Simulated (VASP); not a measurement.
# Rh (Cmcm) in VASP: notebook

Runs on Rh. Level: LDA. Tasks: single point.

All numbers are computed with VASP 6.6.1; they aren't measurements. Logs are shortened: lines on timing, memory, paths and dates and some standing lists are left out, and cuts for length are marked.

**1. The cell of the first run**

The structure is orthorhombic, space group Cmcm (No. 63). Conventional cell: a = 3.047 Å, b = 4.265 Å, c = 8.032 Å, α = 90.00°, β = 90.00°, γ = 90.00°. Rh (site symmetry 2/m) has 12 Rh at 2.46 to 3.05 Å within 3.2 Å. Rh (site symmetry m2m) has 12 Rh at 2.46 to 3.05 Å within 3.2 Å.

**2. Single point, LDA**

Input file INCAR:

```
ALGO = Normal
EDIFF = 1E-6
ENCUT = 620
GGA = CA
GGA_COMPAT = F
ISIF = 2
ISMEAR = 0
LASPH = T
LCHARG = F
LREAL = F
LWAVE = F
NBANDS = 42
NELM = 120
PREC = Accurate
SIGMA = 0.15
```

Input file KPOINTS:

```
k-points
0
Gamma
  18 18 6
```

Input file POSCAR:

```
Rh
1.0
    3.0469446963      0.0000000000      0.0000000000
   -1.5234723482      2.1324558973      0.0000000000
    0.0000000000      0.0000000000      8.0315990299
Rh
4
Direct
    0.0000000000      0.0000000000      0.0000000000
    0.3333333333      0.6666666667      0.2500000000
    0.0000000000      0.0000000000      0.5000000000
    0.6666666667      0.3333333333      0.7500000000
```

Potentials or basis: VASP PAW LDA potentials, release 64 (Rh_sv_GW).

Started as:

```sh
cat potpaw_LDA.64/Rh_sv_GW/POTCAR > POTCAR
mpirun -np 1 vasp_std > vasp.out
```

OUTCAR:

```text
EDIFF = 1E-6
   ENCUT = 620
   GGA = CA
   ISIF = 2
   ISMEAR = 0
   LASPH = T
   LREAL = F
   NELM = 120
   PREC = Accurate

 ion  position               nearest neighbor table
   1  0.000  0.000  0.000-   2 2.46   4 2.46   4 2.62   2 2.62   4 2.62   2 2.62
   2  0.333  0.667  0.250-   1 2.46   3 2.46   1 2.62   3 2.62   1 2.62   3 2.62
   3  0.000  0.000  0.500-   2 2.46   4 2.46   4 2.62   2 2.62   4 2.62   2 2.62
   4  0.667  0.333  0.750-   1 2.46   3 2.46   1 2.62   3 2.62   1 2.62   3 2.62

  Warning from LATTYP: Monoclinic adjustment (A1->A3, A2->A1, A3->A2)!
  LATTYP: Found a base centered orthorhombic cell.
 ALAT       =     3.0469446963
 B/A-ratio  =     1.3997339039
 C/A-ratio  =     2.6359516927

  Lattice vectors:

 A1 = (   1.5234723482,  -2.1324558973,   0.0000000000)
 A2 = (   1.5234723481,   2.1324558973,   0.0000000000)
 A3 = (   0.0000000000,   0.0000000000,   8.0315990299)

Analysis of symmetry for initial positions (statically):
=====================================================================
 Subroutine PRICEL returns:
 Original cell was already a primitive cell.

 Routine SETGRP: Setting up the symmetry group for a
 base centered orthorhombic supercell.

 Subroutine GETGRP returns: Found  8 space group operations
 (whereof  4 operations were pure point group operations)
 out of a pool of  8 trial point group operations.

The static configuration has the point symmetry C_2h.
 The point group associated with its full space group is D_2h.

Analysis of symmetry for dynamics (positions and initial velocities):
=====================================================================
 Subroutine PRICEL returns:
 Original cell was already a primitive cell.

 Routine SETGRP: Setting up the symmetry group for a
 base centered orthorhombic supercell.

 Subroutine GETGRP returns: Found  8 space group operations
 (whereof  4 operations were pure point group operations)
 out of a pool of  8 trial point group operations.

The dynamic configuration has the point symmetry C_2h.
 The point group associated with its full space group is D_2h.

 Subroutine INISYM returns: Found  8 space group operations
 (whereof  4 operations are pure point group operations),
 and found     1 'primitive' translations

----------------------------------------------------------------------------------------
[... 83 lines left out ...]
   dimension x,y,z NGXF=    56 NGYF=   48 NGZF=  140
   ions per type =               4
   NGX,Y,Z   is equivalent  to a cutoff of  15.28, 15.22, 14.49 a.u.
   NGXF,Y,Z  is equivalent  to a cutoff of  30.55, 30.45, 28.98 a.u.
 SYSTEM =  unknown system
   PREC   = accura    normal or accurate (medium, high low for compatibility)
   ISTART =      0    job   : 0-new  1-cont  2-samecut
   ICHARG =      2    charge: 1-file 2-atom 10-const
   ISPIN  =      1    spin polarized calculation?
   LNONCOLLINEAR =      F non collinear calculations
   LSORBIT =      F    spin-orbit coupling
   LASPH  =      T    aspherical Exc in radial PAW
   ENCUT  =  620.0 eV  45.57 Ry    6.75 a.u.   6.19  5.32 16.31*2*pi/ulx,y,z
   NELM   =    120;   NELMIN=  2; NELMDL= -5     # of ELM steps
   EDIFF  = 0.1E-05   stopping-criterion for ELM
   LREAL  =      F    real-space projection
[... 7 lines left out ...]
   TEBEG  =    0.0;   TEEND  =   0.0 temperature during run
   PSTRESS=    0.0 pullay stress
   NELECT =      68.0000    total number of electrons
   NUPDOWN=      -1.0000    fix difference up-down
   EMIN   =  10.00;   EMAX   =-10.00  energy-range for DOS
   EFERMI =   0.00;   METHOD = LEGACY
   ISMEAR =     0;   SIGMA  =   0.15  broadening in eV -4-tet -1-fermi 0-gaus
   EFERMI_NEDOS =   21; number of points for ismear=-14 and -15
   IALGO  =     38    algorithm
   IMIX   =      4    mixing-type and parameters
     AMIX     =   0.40;   BMIX     =  1.00
     AMIX_MAG =   1.60;   BMIX_MAG =  1.00
  volume/ion in A,a.u.               =      13.05        88.04
  Fermi-wavevector in a.u.,A,eV,Ry     =   1.788116  3.379048 43.502687  3.197357
  Thomas-Fermi vector in A             =   2.851358
   LORBIT       =      0    0 simple, 1 ext, 2 COOP (PROOUT), +10 PAW based schemes
   GGA     = CA    functional components
   LHFCALC =     F    Hartree Fock is set to
   AEXX    =    0.0000 exact exchange contribution
   IVDW    =     0    specifies the selected vdW correction
   LEPSILON=     F    determine dielectric tensor
   LRPA    =     F    only Hartree local field effects (RPA)
 non-spin polarized calculation
 Gauss-broadening in eV      SIGMA  =   0.15
  energy-cutoff  :      620.00
  volume of cell :       52.19
 maximum number of plane-waves:      1851
 NGX is ok and might be reduce to    28
   NGX = 13   NGY = 11   NGZ = 33

 number of electron      67.9999994 magnetization

 Free energy of the ion-electron system (eV)
  ---------------------------------------------------
  ext. energy  EPLUGINS =         0.00000000
  ---------------------------------------------------
  free energy    TOTEN  =       -30.19519474 eV

  energy without entropy =      -30.13692715  energy(sigma->0) =      -30.16606095

 E-fermi :  11.4676     XC(G=0): -14.7295

 val. band max:       11.4674313921   @ k =   0.4444   0.1111   0.1667
 cond. band min:      11.4698474823   @ k =   0.0000   0.1111   0.1667
 fundamental gap:      0.0024160903
 Fermi energy:        11.4675687519

 k-point     1 :       0.0000    0.0000    0.0000
  band No.  band energies     occupation
      1     -67.0766      2.00000
      2     -66.9916      2.00000
      3     -66.9295      2.00000
      4     -66.8426      2.00000
      5     -35.8458      2.00000
      6     -35.3243      2.00000
[... 1069 lines left out ...]
     41      21.9505      0.00000
     42      23.3359      0.00000

 [... further k-points ...]
[... 5 lines left out ...]
  --------------------------------------------------------------------------------------
  -------------------------------------------------------------------------------------
  Total       -1.0840279      7.2997404      9.3627866     -0.0000000     -0.0000000      0.0000000
  in kB      -33.2816160    224.1152182    287.4544647     -0.0000000     -0.0000000      0.0000000
  external PRESSURE =     159.4293557 kB  Pullay stress =       0.0000000 kB

 VOLUME and BASIS-vectors are now :
 -----------------------------------------------------------------------------
  energy-cutoff  :      620.00
  volume of cell :       52.19
      direct lattice vectors                 reciprocal lattice vectors
     3.046944696  0.000000000  0.000000000     0.328197621  0.234471438  0.000000000
    -1.523472348  2.132455897  0.000000000     0.000000000  0.468942875  0.000000000
     0.000000000  0.000000000  8.031599030     0.000000000  0.000000000  0.124508208

 POSITION                                       TOTAL-FORCE (eV/Angst)
 -----------------------------------------------------------------------------------
      0.00000      0.00000      0.00000         0.000000      0.000000      0.000000
     -0.00000      1.42164      2.00790        -0.000000      1.283603      0.000000
      0.00000      0.00000      4.01580        -0.000000      0.000000      0.000000
      1.52347      0.71082      6.02370         0.000000     -1.283603      0.000000
 -----------------------------------------------------------------------------------
    total drift:                                0.000000     -0.000000      0.000000

  FREE ENERGIE OF THE ION-ELECTRON SYSTEM (eV)
  ---------------------------------------------------
  free  energy   TOTEN  =       -30.1951947429 eV

  energy  without entropy=      -30.1369271532  energy(sigma->0) =      -30.16606095
```

OSZICAR:

```text
N       E                     dE             d eps       ncg     rms          rms(c)
DAV:   1     0.180035743882E+04    0.18004E+04   -0.43095E+04 31848   0.235E+03
DAV:   2     0.127219512733E+03   -0.16731E+04   -0.16188E+04 30576   0.118E+03
DAV:   3    -0.268996800685E+02   -0.15412E+03   -0.14527E+03 49622   0.350E+02
DAV:   4    -0.344593239939E+02   -0.75596E+01   -0.72629E+01 48440   0.101E+02
DAV:   5    -0.346588162446E+02   -0.19949E+00   -0.19823E+00 48774   0.144E+01    0.129E+02
DAV:   6    -0.303907729572E+02    0.42680E+01   -0.14155E+01 42808   0.443E+01    0.547E+01
DAV:   7    -0.303986238891E+02   -0.78509E-02   -0.13056E+00 47838   0.185E+01    0.152E+01
DAV:   8    -0.306751518106E+02   -0.27653E+00   -0.31852E+00 48672   0.289E+01    0.106E+01
DAV:   9    -0.301892884832E+02    0.48586E+00   -0.13604E+00 47516   0.161E+01    0.111E+00
DAV:  10    -0.301953862746E+02   -0.60978E-02   -0.74804E-02 41204   0.336E+00    0.420E-01
DAV:  11    -0.301953170079E+02    0.69267E-04   -0.57728E-03 57784   0.110E+00    0.306E-01
DAV:  12    -0.301951932059E+02    0.12380E-03   -0.69234E-04 35700   0.495E-01    0.729E-02
DAV:  13    -0.301951952613E+02   -0.20554E-05   -0.86732E-05 50254   0.135E-01    0.275E-02
DAV:  14    -0.301951947429E+02    0.51843E-06   -0.51493E-06 26418   0.267E-02
   1 F= -.30195195E+02 E0= -.30166061E+02  d E =-.582676E-01
```

stdout:

```text
POSCAR found type information on POSCAR Rh
 POSCAR found :  1 types and       4 ions
 scaLAPACK will be used
 LDA part: xc-table for (Slater(with rela. corr.)+CA(PZ))
 , standard interpolation
 POSCAR, INCAR and KPOINTS ok, starting setup
 FFT: planning ... GRIDC
 FFT: planning ... GRID_SOFT
 FFT: planning ... GRID
 WAVECAR not read
 entering main loop
```

Wall time 10 min (1 thread of Intel Xeon 6975P-C (Granite Rapids), shared host); peak memory 0.84 GiB.

What came out:

```
Free energy            : -30.1952 eV
Pressure               : 15.9 GPa
Largest force          : 1.284 eV/Å
Band gap on the k mesh : zero (bands 34 and 35 overlap by 2.19 eV)
```

Forces on the atoms (eV/Å):
```
Rh   0.000  0.000  0.000
Rh   0.000  1.284  0.000
Rh   0.000  0.000  0.000
Rh   0.000 -1.284  0.000
```

Caveat: the cell differs from its parent crystal (strain +e along x and -e along y +0.1100, strain +e along z and -e/2 along x and y -0.0733); the stress differs along the axes, from -3 to 29 GPa; forces of over 1 eV/Å act on the atoms, so gaps and moduli don't describe the material at rest.

**3. Single point, LDA**

Input file INCAR:

```
SYSTEM = Rh
  PREC = Accurate
  ENCUT = 520
  EDIFF = 1E-7
  ISMEAR = 0
  SIGMA = 0.15
  LREAL = .FALSE.
  LASPH = .TRUE.
  NELM = 80
  ALGO = Fast
  ISIF = 2
  LWAVE = .FALSE.
  LCHARG = .FALSE.
  NBANDS = 38
```

Input file KPOINTS:

```
regular mesh
0
G
  18 18 6
  0 0 0
```

Input file POSCAR:

```
Rh
1.0
    2.7060185161      0.0000000000      0.0000000000
   -1.3530092581      2.1745688233      0.0000000000
    0.0000000000      0.0000000000      8.9849559882
Rh
4
Direct
    0.0000000000      0.0000000000      0.0000000000
    0.3333333333      0.6666666667      0.2500000000
    0.0000000000      0.0000000000      0.5000000000
    0.6666666667      0.3333333333      0.7500000000
```

Potentials or basis: VASP PAW LDA potentials, release 64 (Rh_pv).

Started as:

```sh
cat potpaw_LDA.64/Rh_pv/POTCAR > POTCAR
mpirun -np 1 vasp_std > vasp.out
```

It took 7.6 min on 1 thread of AMD EPYC 9R45 (Zen 5), shared host; peak memory 0.51 GiB.

The run converged. Its results:

```yaml
Free_energy: -34.3635 eV
Pressure: 4.3 GPa
Largest_force: 0.132 eV/Å
Band_gap_on_the_k_mesh: zero (bands 30 and 31 overlap by 2.48 eV)
```

Forces on the atoms (eV/Å):
```
Rh   0.000  0.000  0.000
Rh   0.000  0.132  0.000
Rh   0.000  0.000  0.000
Rh   0.000 -0.132  0.000
```

Stress tensor (GPa, compression positive):
```
 -2.00   0.00   0.00
  0.00  26.62   0.00
  0.00   0.00 -11.81
```

Levels at points of the mesh, in eV from the Fermi level:
```csv
k point,band 27,band 28,band 29,band 30,band 31,band 32,band 33,band 34
"(0.00, 0.00, 0.00)",-2.20,-1.43,-1.08,-0.78,-0.53,-0.45,-0.15,0.10
"(0.50, 0.00, 0.00)",0.63,0.66,0.80,0.80,1.01,1.14,1.18,2.09
"(0.00, 0.50, 0.00)",0.53,0.88,1.10,1.20,1.23,1.32,1.90,2.92
"(0.00, 0.00, 0.50)",-1.62,-1.62,-1.17,-1.17,-0.82,-0.82,0.01,0.01
"(0.50, 0.00, 0.50)",0.00,0.00,0.76,0.76,0.92,0.92,2.93,2.93
"(0.00, 0.50, 0.50)",-0.37,-0.37,1.13,1.13,1.29,1.29,3.46,3.46
```

Caveat: the cell differs from its parent crystal (strain +e along x and -e along y +0.0367, strain +e along z and -e/2 along x and y +0.0367); the stress differs along the axes, from -12 to 27 GPa.
